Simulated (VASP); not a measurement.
# Sr3CuH2: single point with PBE

The system is Sr3CuH2.

```
CELL_PARAMETERS angstrom
7.27921 0.00000 0.00000
-3.63961 6.30398 0.00000
0.00000 0.00000 4.62484
ATOMIC_POSITIONS crystal
Sr 0.32285 0.00000 0.00000
Sr 0.00000 0.32285 0.00000
Sr 0.67715 0.67715 0.00000
Cu 0.00000 0.00000 0.50000
H 0.00000 0.00000 0.82651
H 0.00000 0.00000 0.17349
```

The cell was generated, and may not be a known phase.

```yaml
Program: VASP 6.6.1
Task: single point
Functional: PBE
Potentials_or_basis: VASP PAW PBE potentials, release 64 (Sr_sv, Cu, H)
Cutoff: 520 eV
k_mesh: 3 × 3 × 4
Occupations: gaussian, width 0.1 eV
Spin: no spin polarisation
```

- Pressure: 0.0 GPa
- Largest force: 0.025 eV/Å
- Band gap on the k mesh: zero (an odd number of electrons rules out a gap without spin polarisation)

Forces on the atoms (eV/Å):
```
Sr  -0.007  0.000  0.000
Sr   0.003 -0.006  0.000
Sr   0.003  0.006  0.000
Cu   0.000  0.000  0.000
H    0.000  0.000  0.025
H    0.000  0.000 -0.025
```

Stress tensor (GPa, compression positive):
```
-0.07  0.00  0.00
 0.00 -0.07  0.00
 0.00  0.00  0.13
```

Levels at points of the mesh, in eV from the Fermi level:
```
           k point  band 20  band 21  band 22  band 23  band 24  band 25
(0.00, 0.00, 0.00)    -1.50    -0.06    -0.06     0.46     0.57     0.83
(0.00, 0.00, 0.50)    -0.81     0.26     0.48     0.48     1.33     1.40
```

Wall time 66 s on 1 thread of Oxide Virtual Turin-like Processor (shared host), peak memory 0.31 GiB.
